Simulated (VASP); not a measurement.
# BPd4 (P-43m) in VASP: a series of runs, part 2 of 2

VASP 6.6.1. Earlier steps stand in the parts before.

### Step 3. Single point, PBE

This run uses another cell than the first one, of 14.83 Å³/atom, 0.990 times its volume.

Contents of INCAR:

```
SYSTEM = BPd4
  PREC = Accurate
  ENCUT = 520
  EDIFF = 1E-6
  ISMEAR = 0
  SIGMA = 0.1
  LREAL = .False.
  LASPH = .True.
  NELM = 60
  ALGO = Normal
  ISIF = 2
  LWAVE = .False.
  LCHARG = .False.
  GGA = PE
  NBANDS = 30
```

Contents of KPOINTS:

```
Automatic mesh
0
Gamma
  4 4 4
  0 0 0
```

Contents of POSCAR:

```
BPd4
1.0
    4.2013854119      0.0000000000      0.0000000000
    0.0000000000      4.2013854119      0.0000000000
    0.0000000000      0.0000000000      4.2013854119
B Pd
1 4
Direct
    0.5000000000      0.5000000000      0.5000000000
    0.2342314685      0.2342314685      0.2342314685
    0.7657685315      0.7657685315      0.2342314685
    0.7657685315      0.2342314685      0.7657685315
    0.2342314685      0.7657685315      0.7657685315
```

Potentials or basis: VASP PAW PBE potentials, release 64 (B, Pd).

Run with:

```
cat potpaw_PBE.64/B/POTCAR potpaw_PBE.64/Pd/POTCAR > POTCAR
mpirun -np 1 vasp_std > vasp.out
```

OUTCAR:

```text
SYSTEM = BPd4
   PREC = Accurate
   ENCUT = 520
   EDIFF = 1E-6
   ISMEAR = 0
   LREAL = .False.
   LASPH = .True.
   NELM = 60
   ISIF = 2
   GGA = PE

 ion  position               nearest neighbor table
   1  0.500  0.500  0.500-   2 1.93   3 1.93   4 1.93   5 1.93
   2  0.234  0.234  0.234-   1 1.93   3 2.78   4 2.78   5 2.78   4 2.98   5 2.98   3 2.98   4 2.98
                             3 2.98   5 2.98   5 3.16   3 3.16   4 3.16
   3  0.766  0.766  0.234-   1 1.93   2 2.78   4 2.78   5 2.78   4 2.98   5 2.98   2 2.98   4 2.98
                             2 2.98   5 2.98   4 3.16   5 3.16   2 3.16
   4  0.766  0.234  0.766-   1 1.93   2 2.78   3 2.78   5 2.78   3 2.98   5 2.98   2 2.98   3 2.98
                             2 2.98   5 2.98   3 3.16   5 3.16   2 3.16
   5  0.234  0.766  0.766-   1 1.93   2 2.78   3 2.78   4 2.78   3 2.98   4 2.98   2 2.98   3 2.98
                             2 2.98   4 2.98   3 3.16   4 3.16   2 3.16

  LATTYP: Found a simple cubic cell.
 ALAT       =     4.2013854119

  Lattice vectors:

 A1 = (   4.2013854119,   0.0000000000,   0.0000000000)
 A2 = (   0.0000000000,   4.2013854119,   0.0000000000)
 A3 = (   0.0000000000,   0.0000000000,   4.2013854119)

[... 169 lines left out ...]
 cond. band min:       8.2544123514   @ k =   0.5000   0.5000   0.2500
 fundamental gap:      0.2227411213
 Fermi energy:         8.0352503391

 k-point     1 :       0.0000    0.0000    0.0000
  band No.  band energies     occupation
      1      -1.0078      2.00000
      2       2.4729      2.00000
      3       2.4729      2.00000
      4       2.4729      2.00000
      5       2.8446      2.00000
      6       3.6849      2.00000
[... 319 lines left out ...]
     29      18.4344      0.00000
     30      18.4344      0.00000

------------------------ aborting loop because EDIFF is reached ----------------------------------------

  FORCE on cell =-STRESS in cart. coord.  units (eV):
  Direction    XX          YY          ZZ          XY          YZ          ZX
  --------------------------------------------------------------------------------------
  -------------------------------------------------------------------------------------
  Total        0.1019606      0.1019606      0.1019606      0.0000000      0.0000000      0.0000000
  in kB        2.2027503      2.2027503      2.2027503      0.0000000      0.0000000      0.0000000
  external PRESSURE =       2.2027503 kB  Pullay stress =       0.0000000 kB

 VOLUME and BASIS-vectors are now :
 -----------------------------------------------------------------------------
  energy-cutoff  :      520.00
  volume of cell :       74.16
      direct lattice vectors                 reciprocal lattice vectors
     4.201385412  0.000000000  0.000000000     0.238016726  0.000000000  0.000000000
     0.000000000  4.201385412  0.000000000     0.000000000  0.238016726  0.000000000
     0.000000000  0.000000000  4.201385412     0.000000000  0.000000000  0.238016726

 POSITION                                       TOTAL-FORCE (eV/Angst)
 -----------------------------------------------------------------------------------
      2.10069      2.10069      2.10069         0.000000      0.000000     -0.000000
      0.98410      0.98410      0.98410        -0.028357     -0.028357     -0.028357
      3.21729      3.21729      0.98410         0.028357      0.028357     -0.028357
      3.21729      0.98410      3.21729         0.028357     -0.028357      0.028357
      0.98410      3.21729      3.21729        -0.028357      0.028357      0.028357
 -----------------------------------------------------------------------------------
    total drift:                                0.000000      0.000000      0.000000

  FREE ENERGIE OF THE ION-ELECTRON SYSTEM (eV)
  ---------------------------------------------------
  free  energy   TOTEN  =       -27.5325322246 eV

  energy  without entropy=      -27.5275555645  energy(sigma->0) =      -27.53004389
```

Run time: 13 s. Hardware: 1 thread of Intel Xeon Platinum 8488C (Sapphire Rapids), shared host; peak memory 0.18 GiB.

Results:

```
Free energy   : -27.5325 eV
Pressure      : 0.2 GPa
Largest force : 0.049 eV/Å
```

Forces on the atoms (eV/Å):
```
B    0.000  0.000  0.000
Pd  -0.028 -0.028 -0.028
Pd   0.028  0.028 -0.028
Pd   0.028 -0.028  0.028
Pd  -0.028  0.028  0.028
```

Levels at points of the mesh, in eV from the Fermi level:
| k point | band 18 | band 19 | band 20 | band 21 | band 22 | band 23 | band 24 | band 25 | band 26 | band 27 |
| --- | --- | --- | --- | --- | --- | --- | --- | --- | --- | --- |
| (0.00, 0.00, 0.00) | -0.95 | -0.85 | -0.39 | -0.39 | -0.39 | 2.63 | 2.63 | 3.50 | 3.50 | 3.50 |
| (0.50, 0.00, 0.00) | -1.58 | -1.46 | -1.17 | -0.65 | -0.65 | 2.51 | 3.75 | 3.75 | 4.79 | 6.77 |
| (0.50, 0.50, 0.00) | -2.16 | -1.51 | -1.27 | 0.29 | 0.29 | 0.45 | 0.86 | 3.47 | 7.12 | 7.12 |
| (0.50, 0.50, 0.50) | -0.89 | -0.89 | -0.59 | -0.59 | 0.00 | 0.00 | 0.00 | 3.37 | 3.37 | 3.37 |

Caveat: the k points lie up to 0.37 Å⁻¹ apart.

### Step 4. Relaxation of cell and atoms, PBE

Contents of INCAR:

```
  PREC = Accurate
  ENCUT = 600
  EDIFF = 1E-6
  ISMEAR = 0
  SIGMA = 0.1
  LREAL = F
  LASPH = T
  NELM = 60
  ALGO = Normal
  ISIF = 3
  LWAVE = F
  LCHARG = F
  GGA = PE
  IBRION = 2
  NSW = 90
  EDIFFG = -0.04
```

Contents of KPOINTS:

```
Automatic mesh
0
Gamma
  4 4 4
```

Contents of POSCAR:

```
BPd4
1.0
    4.2149094500      0.0000000000      0.0000000000
    0.0000000000      4.2149094500      0.0000000000
    0.0000000000      0.0000000000      4.2149094500
B Pd
1 4
Direct
    0.5000000000      0.5000000000      0.5000000000
    0.2159019000      0.2159019000      0.2159019000
    0.7840981000      0.7840981000      0.2159019000
    0.7840981000      0.2159019000      0.7840981000
    0.2159019000      0.7840981000      0.7840981000
```

Run with:

```
cat potpaw_PBE.64/B/POTCAR potpaw_PBE.64/Pd/POTCAR > POTCAR
mpirun -np 1 vasp_std > vasp.out
```

Run time: 66 s. Hardware: 1 thread of Intel Xeon Platinum 8488C (Sapphire Rapids), shared host; peak memory 0.21 GiB.

Results (log left out):

```
Free energy                            : -27.5341 eV
Relaxed volume                         : 14.84 Å³/atom
Relaxed cell                           : a = 4.202 Å, b = 4.202 Å, c = 4.202 Å, α = 90.00°, β = 90.00°, γ = 90.00°
Space group after relaxing (to 0.05 Å) : P-43m (No. 215)
Energy gained by relaxing              : 183.3 meV/atom
Ionic steps                            : 7
Pressure after relaxing                : 0.0 GPa
```

Forces on the atoms (eV/Å):
```
B    0.000  0.000  0.000
Pd  -0.001 -0.001 -0.001
Pd   0.001  0.001 -0.001
Pd   0.001 -0.001  0.001
Pd  -0.001  0.001  0.001
```

Step by step:
| step | energy change (eV) | largest force (eV/Å) | pressure (GPa) | volume (Å³) |
| --- | --- | --- | --- | --- |
| 1 | 0.0000 | 3.5831 | -0.16 | 74.88 |
| 2 | -0.8381 | 0.9793 | 1.23 | 74.72 |
| 3 | -0.9146 | 0.0343 | -1.05 | 74.76 |
| 4 | -0.9147 | 0.0292 | -0.93 | 74.75 |
| 5 | -0.9149 | 0.0969 | 0.86 | 73.86 |
| 6 | -0.9160 | 0.0662 | -0.01 | 74.28 |
| 7 | -0.9164 | 0.0021 | 0.02 | 74.21 |

Final structure:
```xyz
5
Lattice="4.2023 0.0000 0.0000 0.0000 4.2023 0.0000 0.0000 0.0000 4.2023" Properties=species:S:1:pos:R:3 pbc="T T T"
B     2.1012    2.1012    2.1012
Pd    0.9833    0.9833    0.9833
Pd    3.2190    3.2190    0.9833
Pd    3.2190    0.9833    3.2190
Pd    0.9833    3.2190    3.2190
```

Levels at points of the mesh, in eV from the Fermi level:
```csv
k point,band 20,band 21,band 22,band 23,band 24,band 25
"(0.00, 0.00, 0.00)",-0.39,-0.39,-0.39,2.63,2.63,3.49
"(0.50, 0.00, 0.00)",-1.16,-0.64,-0.64,2.50,3.73,3.73
"(0.50, 0.50, 0.00)",-1.26,0.29,0.29,0.45,0.86,3.45
"(0.50, 0.50, 0.50)",-0.59,-0.59,0.00,0.00,0.00,3.36
```

Caveat: the k points lie up to 0.37 Å⁻¹ apart in the final cell.

### Step 5. Overview

| task | cell | cutoff (eV) | gap on the mesh (eV) | pressure (GPa) | largest force (eV/Å) |
| --- | --- | --- | --- | --- | --- |
| single point | a = 4.215 Å, 5 atoms | 520 | none | -0.2 | 3.58 |
| single point | a = 4.201 Å, 5 atoms | 520 | none | 0.2 | 0.05 |
| relaxation of cell and atoms | relaxed from a = 4.215 Å, 5 atoms | 600 | none | 0.0 | - |

Alike in all rows: level PBE; potentials or basis VASP PAW PBE potentials, release 64 (B, Pd); no spin polarisation; k mesh 4 × 4 × 4; smearing gaussian 0.1 eV.

Caveats: all runs use coarse meshes; forces of over 1 eV/Å act on the atoms, so gaps and moduli don't describe the material at rest (some runs).

Total energies depend on the potentials used, so only differences within one code and one set of settings carry meaning.
